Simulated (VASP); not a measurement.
Here is a VASP 6.6.1 calculation.

The input INCAR:

```
SYSTEM = MgO2
  PREC = Accurate
  ENCUT = 840
  EDIFF = 1E-6
  ISMEAR = 0
  SIGMA = 0.05
  LREAL = .FALSE.
  LASPH = .TRUE.
  NELM = 120
  ALGO = Normal
  ISIF = 2
  LWAVE = .FALSE.
  LCHARG = .TRUE.
  GGA = PS
  LELF = .TRUE.
  LVHAR = .TRUE.
  NBANDS = 18
  GGA_COMPAT = .FALSE.
```

KPOINTS

```
Automatic mesh
0
G
  12 12 12
  0 0 0
```

POSCAR

```
MgO2
1.0
    1.6047610160      0.9265092046      3.2144605649
   -1.6047610160      0.9265092046      3.2144605649
    0.0000000000     -1.8530184092      3.2144605649
Mg O
1 2
Direct
    0.0000000000      0.0000000000      0.0000000000
    0.4287860000      0.4287860000      0.4287860000
    0.5712140000      0.5712140000      0.5712140000
```

Potentials or basis: VASP PAW PBE potentials, release 64 (Mg_sv, O).

Command:

```bash
$ cat potpaw_PBE.64/Mg_sv/POTCAR potpaw_PBE.64/O/POTCAR > POTCAR
$ mpirun -np 1 vasp_std > vasp.out
```

(1) Estimate the pressure.

(2) Estimate the largest force.

(3) Predict the band gap on the k mesh.

Results:

(1) 14.8 GPa.

(2) 3.197 eV/Å.

(3) 3.10 eV (least direct gap 3.36 eV).

Caveat: the cell differs from its parent crystal (strain +0.000 along x and y, -0.080 along z); the stress differs along the axes, from -1 to 47 GPa; the PAW data sets were made with another functional, which shifts forces and pressure a little.
